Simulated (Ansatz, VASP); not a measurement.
# One calculation of Sc, two programs

The input INCAR:

```
  AGGAC = 1.0
  AGGAX = 1.0
  ALDAC = 0.0
  ALDAX = 1.0
  ALGO = Normal
  EDIFF = 1E-7
  ENCUT = 520
  GGA = B5
  ISIF = 2
  ISMEAR = -1
  LASPH = True
  LCHARG = False
  LREAL = False
  LWAVE = False
  NBANDS = 24
  NELM = 60
  PREC = Accurate
  SIGMA = 0.1
```

The input KPOINTS:

```
k-points
0
Gamma
  8 8 11
```

POSCAR

```
Sc
1.0
    5.2928024792      0.0000000000      0.0000000000
   -2.6464012396      4.5837014042      0.0000000000
    0.0000000000      0.0000000000      3.3236302469
Sc
3
Direct
    1.0000000000      1.0000000000      0.0000000000
    0.3333333333      0.6666666667      0.5000000000
    0.6666666667      0.3333333333      0.5000000000
```

Input for Ansatz:

```yaml
crystal:
  lattice:
    - [5.2928024792, 0.0, 0.0]
    - [-2.6464012396, 4.5837014042, 0.0]
    - [0.0, 0.0, 3.3236302469]
  atoms:
    - { symbol: Sc, position: [1.0, 1.0, 0.0] }
    - { symbol: Sc, position: [0.3333333333, 0.6666666667, 0.5] }
    - { symbol: Sc, position: [0.6666666667, 0.3333333333, 0.5] }
hamiltonian:
  xc: blyp
  pseudopotentials:
    kind: paw
    azcp:
      Sc: "pseudopotentials/Sc.paw.azcp"
basis:
  ecutwfc: 420
  fft_grid_basis: typed
kpoints:
  mp_grid: { grid: [8, 8, 11], shift: [0, 0, 0] }
magnetization:
  spin_polarized: false
scf:
  occupations: { method: fermi_dirac, width: 0.1 }
  lower_state_search: "off"
output:
  stress: true
```

Alike in both runs: task single point; functional BLYP; k mesh 8 × 8 × 11; occupations fermi-dirac, width 0.1 eV; no spin polarisation.

|  | VASP | Ansatz |
| --- | --- | --- |
| version | VASP 6.6.1 | Ansatz 0.2.0 |
| potentials or method | VASP PAW PBE potentials, release 64 (Sc_sv), cutoff 520 eV | plane waves (420 eV) with PAW, scalar-relativistic |
| valence electrons in the cell | 33 | 33 |

```csv
,VASP,Ansatz,Ansatz less VASP
pressure (GPa),-3.4,-3.4,-0.01
```

VASP's potentials were made for PBE, not for BLYP. With one functional, cell and mesh, what is left measures potentials, basis and numerics.
